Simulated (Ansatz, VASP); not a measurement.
## One calculation of ZnSe, two programs

The input INCAR:

```
PREC = Accurate ; ENCUT = 520
EDIFF = 1E-7 ; ISMEAR = 0
SIGMA = 0.05 ; LREAL = False
LASPH = True ; NELM = 60
ALGO = Normal ; ISIF = 2
LWAVE = False ; LCHARG = True
GGA = PE ; LELF = True
LVHAR = True ; NBANDS = 16
```

The input KPOINTS:

```
regular mesh
0
Gamma
  10 10 10
```

The input POSCAR:

```
ZnSe
1.0
    0.0000000000      2.7135704360      2.8248703269
    2.8248703269      0.0000000000      2.8248703269
    2.8248703269      2.7135704360      0.0000000000
Zn Se
1 1
Direct
    0.0000000000      0.0000000000      0.0000000000
    0.7500000000      0.7500000000      0.7500000000
```

Input for Ansatz:

```yaml
crystal:
  lattice:
    - [0.0, 2.713570436, 2.8248703269]
    - [2.8248703269, 0.0, 2.8248703269]
    - [2.8248703269, 2.713570436, 0.0]
  atoms:
    - { symbol: Zn, position: [0.0, 0.0, 0.0] }
    - { symbol: Se, position: [0.75, 0.75, 0.75] }
basis:
  ecutwfc: 520.0
kpoints:
  mp_grid: { grid: [10, 10, 10] }
hamiltonian:
  xc: pbe
  pseudopotentials: { kind: paw, azcp: { folder: soft_1 } }
scf:
  occupations: { method: gaussian, width: 0.05 }
output:
  forces: true
  stress: true
  eigenvalues: true
```

Alike in both runs: task single point; functional PBE; k mesh 10 × 10 × 10; occupations gaussian, width 0.05 eV; no spin polarisation.

```csv
,VASP,Ansatz
version,VASP 6.6.1,Ansatz 0.2.0
potentials or method,"VASP PAW PBE potentials, release 64 (Zn, Se), cutoff 520 eV","scalar-relativistic, plane waves, PAW"
valence electrons in the cell,18,28
```

VASP gave:

* gap on the k mesh at the Fermi level (eV): 1.40
* least direct gap on the mesh (eV): 1.40
* pressure (GPa): 6.0
* traceless stress, the component that is largest in VASP (GPa): 0.77

**Question.** Which values does Ansatz return?

**Answer.** gap on the k mesh at the Fermi level (eV): 1.39; least direct gap on the mesh (eV): 1.39; pressure (GPa): 5.7; traceless stress, the component that is largest in VASP (GPa): 0.78.

VASP's potentials hold 18 valence electrons a cell and Ansatz's 28, so a difference there can come from the potentials and not from the codes.
